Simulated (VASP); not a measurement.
Crystal: Ba.

```xyz
3
Lattice="5.8273 0.0000 0.0000 -2.9137 5.0466 0.0000 0.0000 0.0000 7.6596" Properties=species:S:1:pos:R:3 pbc="T T T"
Ba   -1.4568    2.5233    6.3830
Ba    2.9137    0.0000    3.8298
Ba    1.4568    2.5233    1.2766
```

The cell was built from a structure type or drawn by symmetry, and may not be a known phase.

```yaml
Program: VASP 6.6.1
Task: relaxation of cell and atoms
Functional: PBE
Potentials_or_basis: VASP PAW PBE potentials, release 64 (Ba_sv)
Cutoff: 600 eV
k_mesh: 3 × 3 × 2
Occupations: gaussian, width 0.1 eV
Spin: no spin polarisation
```

At the start: pressure -0.8 GPa; volume 75.09 Å³/atom.

Problem. How do energy, volume and symmetry change on relaxing?

Solution. Over 20 steps the energy falls by 493.5 meV/atom and the volume is 59.48 Å³/atom (-20.8 %); space group P6_422 (No. 181, to 0.1 Å) before and after.

The path:
```tsv
step	energy change (eV)	largest force (eV/Å)	pressure (GPa)	volume (Å³)
1	0.0000	0.0000	-0.81	225.26
2	-0.0931	0.0000	-0.77	213.07
3	-0.3399	0.0000	-0.10	178.53
4	0.1192	0.0000	6.22	118.61
5	-0.3887	0.0000	0.59	163.79
6	-0.4983	0.0000	0.88	161.20
7	-0.8778	0.0000	1.63	150.87
8	-0.5676	0.0000	5.77	121.40
9	-1.1260	0.0000	1.96	142.03
10	-1.1062	0.0000	3.11	132.19
11	-1.1549	0.0000	2.66	135.34
12	-1.2394	0.0000	2.35	140.42
13	-1.2422	0.0000	2.05	146.43
14	-1.2532	0.0000	2.15	144.07
15	-1.3524	0.0000	1.49	152.05
16	-1.4759	0.0000	0.13	175.43
17	-1.4781	0.0000	-0.01	178.98
18	-1.4781	0.0000	-0.07	179.84
19	-1.4794	0.0000	-0.04	179.33
20	-1.4804	0.0000	-0.01	178.45
```

Final structure:
```
Ba
1.0
     4.27073    0.00000    0.00000
    -2.13537    3.69856    0.00000
     0.00000    0.00000   11.29721
Ba
3
Direct
  0.00000 0.50000 0.83333
  0.50000 0.00000 0.50000
  0.50000 0.50000 0.16667
```

Caveat: the k points lie up to 0.57 Å⁻¹ apart in the final cell; the volume moved by over 15 % at a fixed basis, so the end points are rough.
